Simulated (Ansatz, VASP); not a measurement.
ZrS in VASP and in Ansatz

```
Zr S
1.0
     0.00000    2.56714    2.56714
     2.74684    0.00000    2.56714
     2.74684    2.56714    0.00000
Zr S
1 1
Cartesian
  0.0000 0.0000 0.0000
  2.7468 2.5671 2.5671
```

Change from the starting cell: mode 4 frozen in at +0.000 Å, normal strain along x +0.0700.

Alike in both runs: task single point; functional LDA; k mesh 16 × 16 × 16; occupations gaussian, width 0.15 eV; no spin polarisation.

|  | VASP | Ansatz |
| --- | --- | --- |
| version | VASP 6.6.1 | Ansatz 0.2.0 |
| potentials or method | VASP PAW LDA potentials, release 64 (Zr_sv, S), cutoff 520 eV | scalar-relativistic, plane waves, PAW |
| valence electrons in the cell | 18 | 18 |

```tsv
	VASP	Ansatz	Ansatz less VASP
gap on the k mesh at the Fermi level (eV)	none	none	-
pressure (GPa)	-7.4	-7.5	-0.18
traceless stress, the component that is largest in VASP (GPa)	-8.84	-8.75	+0.088
```

Ansatz warns that its potentials were made for another functional, while VASP's fit it. LDA's correlation is that of Perdew and Zunger in VASP and of Perdew and Wang (1992) in Ansatz. A gap of «none» marks a metal or a gap that the smearing closes.
